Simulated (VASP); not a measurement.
Here is a VASP 6.6.1 calculation.

INCAR

```
PREC = Accurate
ENCUT = 520
EDIFF = 1E-7
ISMEAR = -1
SIGMA = 0.05
LREAL = F
LASPH = T
NELM = 80
ALGO = Normal
ISIF = 2
LWAVE = F
LCHARG = F
GGA = VW
NBANDS = 15
```

KPOINTS

```
Automatic mesh
0
Gamma
  11 11 6
```

The input POSCAR:

```
Os
1.0
    2.7877234178      0.0000000000      0.0000000000
   -1.3938617089      2.4142392985      0.0000000000
    0.0000000000      0.0000000000      4.4044215090
Os
2
Direct
    0.6666666667      0.3333333333      0.7500000000
    0.3333333333      0.6666666667      0.2500000000
```

Potentials or basis: VASP PAW PBE potentials, release 64 (Os).

Run with:

```sh
$ cat potpaw_PBE.64/Os/POTCAR > POTCAR
$ mpirun -np 1 vasp_std > vasp.out
```

**Question.** Predict the pressure.

**Answer.** -29.2 GPa.

**Question.** Predict the band gap on the k mesh.

**Answer.** Zero (band 8 reaches 10.15 eV, above the bottom of band 9 at 6.61 eV).

Stress tensor (GPa, compression positive):
```
-28.51   0.00   0.00
  0.00 -28.51   0.00
  0.00   0.00 -30.52
```

Caveat: the PAW data sets were made with another functional, which shifts forces and pressure a little; spin-orbit coupling is left out, which moves the levels of the heavy elements.
